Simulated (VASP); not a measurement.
The system is NaI.

```xyz
2
Lattice="0.0000 3.4369 3.4369 3.4369 0.0000 3.4369 3.4369 3.4369 0.0000" Properties=species:S:1:pos:R:3 pbc="T T T"
Na    0.0000    0.0000    0.0000
I     1.7184    1.7184    1.7184
```

This cell differs from its parent crystal: strain -3.0%.

Base run:

| Property | Result |
| --- | --- |
| Program | VASP 6.6.1 |
| Functional | HSE06 |
| Potentials or basis | VASP PAW PBE potentials, release 64 (Na_pv, I) |
| Cutoff | 520 eV |
| k mesh | 4 × 4 × 4 |
| Occupations | gaussian, width 0.01 eV |
| Spin | no spin polarisation |

Its results: band gap on the k mesh 4.97 eV; pressure 1.5 GPa.

Q: The run is repeated on the same cell with these changes: functional from HSE06 to PBE; further incar settings from ALGO = Normal; EDIFF = 1e-07; NBANDS = 14 to ALGO = Normal; EDIFF = 1e-06; NBANDS = 14. What comes out?

A: Band gap on the k mesh 3.98 eV; pressure 1.8 GPa.

Caveats: spin-orbit coupling is left out, which moves the levels of the heavy elements; the PAW data sets were made with another functional, which shifts forces and pressure a little (at least some runs).

